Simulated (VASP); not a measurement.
A run of VASP 6.6.1:

The input INCAR:

```
SYSTEM = HgTe
PREC = Accurate ; ENCUT = 600
EDIFF = 1E-6 ; ISMEAR = 0
SIGMA = 0.1 ; LREAL = .FALSE.
LASPH = .TRUE. ; NELM = 100
ALGO = Normal ; ISIF = 3
LWAVE = .FALSE. ; LCHARG = .FALSE.
GGA = PE ; IBRION = 2
NSW = 70 ; EDIFFG = -0.008
PSTRESS = -20.0
```

File KPOINTS:

```
Automatic mesh
0
G
  12 12 12
  0 0 0
```

The input POSCAR:

```
HgTe
1.0
    0.0000000000      3.3473263345      3.3473263345
    3.3473263345      0.0000000000      3.3473263345
    3.3473263345      3.3473263345      0.0000000000
Hg Te
1 1
Direct
    0.0000000000      0.0000000000      0.0000000000
    0.2500000000      0.2500000000      0.2500000000
```

Potentials or basis: VASP PAW PBE potentials, release 64 (Hg, Te).

Run with:

```console
$ cat potpaw_PBE.64/Hg/POTCAR potpaw_PBE.64/Te/POTCAR > POTCAR
$ mpirun -np 1 vasp_std > vasp.out
```

Hardware: 1 thread of Intel(R) Xeon(R) 6975P-C (Granite Rapids), with other jobs on the host.

Question: How long does it take, and how much memory?

Answer: Run time: 70 s on 1 thread of Intel(R) Xeon(R) 6975P-C (Granite Rapids), on a shared host, peak memory 0.3 GiB. Counts: scf iterations 28, k points 72, ion steps 3.
